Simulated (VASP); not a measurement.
Crystal: Cd3W.

```
Cd W
1.0
    -2.14321    2.14321    4.78743
     2.14321   -2.14321    4.78743
     2.14321    2.14321   -4.78743
Cd W
3 1
Direct
  0.50000 0.50000 0.00000
  0.25000 0.75000 0.50000
  0.75000 0.25000 0.50000
  0.00000 0.00000 0.00000
```

* Program: VASP 6.6.1
* Task: relaxation of cell and atoms
* Functional: PBE
* Potentials or basis: VASP PAW PBE potentials, release 64 (Cd, W_sv)
* Cutoff: 600 eV
* k mesh: 6 × 6 × 6
* Occupations: gaussian, width 0.1 eV
* Spin: no spin polarisation

At the start: pressure -8.6 GPa; volume 21.99 Å³/atom.

Question: How do energy, volume and symmetry change on relaxing?

Answer: Over 7 steps the energy falls by 71.8 meV/atom and the volume is 19.63 Å³/atom (-10.7 %); space group I4/mmm (No. 139, to 0.1 Å) before and after.

The path:
```
step  energy change (eV)  largest force (eV/Å)  pressure (GPa)  volume (Å³)
   1              0.0000                0.0000           -8.63        87.96
   2             -0.1811                0.0000            7.54        73.73
   3             -0.2868                0.0000           -0.06        78.55
   4             -0.2867                0.0000            0.18        78.37
   5             -0.2871                0.0000           -0.14        78.60
   6             -0.2871                0.0000           -0.21        78.65
   7             -0.2874                0.0000           -0.06        78.52
```

Final structure:
```
CELL_PARAMETERS angstrom
-2.06707 2.06707 4.59420
2.06707 -2.06707 4.59420
2.06707 2.06707 -4.59420
ATOMIC_POSITIONS crystal
Cd 0.50000 0.50000 0.00000
Cd 0.25000 0.75000 0.50000
Cd 0.75000 0.25000 0.50000
W 0.00000 0.00000 0.00000
```
